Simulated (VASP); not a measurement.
W:

```
CELL_PARAMETERS angstrom
-1.56096 1.56096 1.56096
1.56096 -1.56096 1.56096
1.56096 1.56096 -1.56096
ATOMIC_POSITIONS crystal
W 0.00000 0.00000 0.00000
```

This cell differs from its parent crystal: volume scaled by 0.96.

Base run:

| Item | Value |
| --- | --- |
| Program | VASP 6.6.1 |
| Functional | LDA |
| Potentials or basis | VASP PAW LDA potentials, release 64 (W_sv) |
| Cutoff | 520 eV |
| k mesh | 12 × 12 × 12 |
| Occupations | fermi-dirac, width 0.05 eV |
| Spin | no spin polarisation |

Its results: pressure 6.0 GPa.

Problem. The run is repeated on the same cell with these changes: spin from no spin polarisation to non-collinear spin, zero start, spin-orbit coupling; further incar settings from ALGO = Fast; EDIFF = 1e-07; NBANDS = 13 to ALGO = Fast; EDIFF = 1e-06; NBANDS = 25. What comes out?

Solution. Pressure 6.9 GPa; net moment 0.00 μB per cell.
